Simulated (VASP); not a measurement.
Input of a VASP 6.6.1 run:

The input INCAR:

```
  PREC = Accurate
  ENCUT = 600
  EDIFF = 1E-6
  ISMEAR = 0
  SIGMA = 0.1
  LREAL = False
  LASPH = True
  NELM = 100
  ALGO = Normal
  ISIF = 3
  LWAVE = False
  LCHARG = False
  GGA = PS
  IBRION = 2
  NSW = 100
  EDIFFG = -0.005
```

File KPOINTS:

```
regular mesh
0
Gamma
  15 15 8
```

POSCAR

```
Na
1.0
    3.7670009976      0.0000000000      0.0000000000
   -1.8835004988      3.2623185600      0.0000000000
    0.0000000000      0.0000000000      6.1540000000
Na
2
Direct
    0.3333333333      0.6666666667      0.2500000000
    0.6666666667      0.3333333333      0.7500000000
```

Potentials or basis: VASP PAW PBE potentials, release 64 (Na_pv).

Run with:

```sh
$ cat potpaw_PBE.64/Na_pv/POTCAR > POTCAR
$ mpirun -np 1 vasp_std > vasp.out
```

Q: What does it give for the relaxed cell?

A: a = 3.719 Å, b = 3.719 Å, c = 6.066 Å, α = 90.00°, β = 90.00°, γ = 120.00°.

Q: Estimate the space group after relaxing (to 0.05 Å).

A: P6_3/mmc (No. 194).

The path:
```csv
step,energy change (eV),largest force (eV/Å),pressure (GPa),volume (Å³)
1,0.0000,0.0000,-0.27,75.63
2,-0.0011,0.0000,-0.21,74.94
3,-0.0028,0.0000,-0.04,72.90
4,-0.0028,0.0000,0.04,72.43
5,-0.0028,0.0000,-0.01,72.65
```

Caveat: the PAW data sets were made with another functional, which shifts forces and pressure a little.
